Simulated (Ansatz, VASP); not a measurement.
# One calculation of Al2O3, two programs

```xyz
5
Lattice="2.9756 0.0000 0.0000 -1.4878 2.5769 0.0000 0.0000 0.0000 7.3145" Properties=species:S:1:pos:R:3 pbc="T T T"
Al    0.0000    0.0000    1.9891
Al    0.0000    0.0000    5.3255
O     0.0000    1.7179    1.3938
O     1.4878    0.8590    5.9208
O     0.0000    0.0000    3.6573
```

Alike in both runs: functional PBEsol; dispersion D3(BJ); k mesh 12 × 12 × 4; no spin polarisation.

Ansatz relaxed the structure, and its values are those at the end. VASP's run is a single point on that final structure, the one shown.

```csv
,VASP,Ansatz
version,VASP 6.6.1,Ansatz 0.2.0
potentials or method,"VASP PAW PBE potentials, release 64 (Al, O), cutoff 520 eV","plane waves, PAW"
occupations,"gaussian, width 0.01 eV",fixed
valence electrons in the cell,24,24
```

```csv
,VASP,Ansatz,Ansatz less VASP
pressure (GPa),0.3,0.0,-0.32
rms of the force components (eV/Å),0.034,0.000,-0.0335
```

VASP's potentials were made for PBE, not for PBEsol.
